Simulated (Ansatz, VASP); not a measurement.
## One calculation of GaP, two programs

```
CELL_PARAMETERS angstrom
0.00000 2.66779 2.66779
2.66779 0.00000 2.66779
2.66779 2.66779 0.00000
ATOMIC_POSITIONS crystal
Ga 0.00000 0.00000 0.00000
P 0.25000 0.25000 0.25000
```

Alike in both runs: task single point; functional PBE; k mesh 8 × 8 × 8; occupations gaussian, width 0.02 eV; no spin polarisation.

|  | VASP | Ansatz |
| --- | --- | --- |
| version | VASP 6.6.1 | Ansatz 0.2.0 |
| potentials or method | VASP PAW PBE potentials, release 64 (Ga_d, P), cutoff 500 eV | scalar-relativistic, plane waves, PAW |
| valence electrons in the cell | 18 | 18 |

```csv
,VASP,Ansatz,Ansatz less VASP
gap on the k mesh at the Fermi level (eV),1.51,1.51,0.000
least direct gap on the mesh (eV),2.36,2.36,0.000
pressure (GPa),8.8,9.0,+0.14
```
